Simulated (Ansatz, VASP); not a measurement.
TiCo: VASP beside Ansatz

The input INCAR:

```
  PREC = Accurate
  ENCUT = 520
  EDIFF = 1E-6
  ISMEAR = -1
  SIGMA = 0.05
  LREAL = F
  LASPH = T
  NELM = 150
  ALGO = Fast
  ISIF = 2
  LWAVE = F
  LCHARG = T
  ISPIN = 2
  MAGMOM = 2 -0.5
  LORBIT = 11
  LMAXMIX = 4
  GGA = PE
  LELF = T
  LVHAR = T
  NBANDS = 22
```

Contents of KPOINTS:

```
regular mesh
0
Gamma
  9 9 9
```

The input POSCAR:

```
TiCo
1.0
    2.9861109900      0.0000000000      0.0000000000
    0.0000000000      2.9861109900      0.0000000000
    0.0000000000      0.0000000000      2.9861109900
Co Ti
1 1
Direct
    0.5000000000      0.5000000000      0.5000000000
    0.0000000000      0.0000000000      0.0000000000
```

Contents of input.yaml:

```yaml
crystal:
  lattice:
    - [2.98611099, 0.0, 0.0]
    - [0.0, 2.98611099, 0.0]
    - [0.0, 0.0, 2.98611099]
  atoms:
    - { symbol: Co, position: [0.5, 0.5, 0.5], spin: 2.0 }
    - { symbol: Ti, position: [0.0, 0.0, 0.0], spin: -0.5 }
hamiltonian:
  xc: pbe
  pseudopotentials: { kind: paw }
magnetization:
  spin_polarized: true
kpoints:
  mp_grid: { grid: [9, 9, 9] }
scf:
  occupations: { method: fermi_dirac, width: 0.05 }
output:
  forces: true
  stress: true
  eigenvalues: true
```

Alike in both runs: task single point; functional PBE; k mesh 9 × 9 × 9; occupations fermi-dirac, width 0.05 eV; collinear spin.

|  | VASP | Ansatz |
| --- | --- | --- |
| version | VASP 6.6.1 | Ansatz 0.2.0 |
| potentials or method | VASP PAW PBE potentials, release 64 (Co, Ti_sv) | Ansatz PAW |
| plane-wave cutoff (eV) | 520 | 420 |
| valence electrons in the cell | 21 | 29 |

|  | VASP | Ansatz | Ansatz less VASP |
| --- | --- | --- | --- |
| gap on the k mesh at the Fermi level (eV) | none | none | - |
| pressure (GPa) | -1.1 | -0.5 | +0.58 |
| net moment per atom (μB) | 0.40 | 0.41 | +0.014 |
| size of the moment on the site where the two differ most (μB) | 0.88 | 0.92 | +0.047 |

Site moments also hang on the region over which each program counts them. A gap of «none» marks a metal or a gap that the smearing closes. VASP's potentials hold 21 valence electrons a cell and Ansatz's 29, so a difference there can come from the potentials and not from the codes.
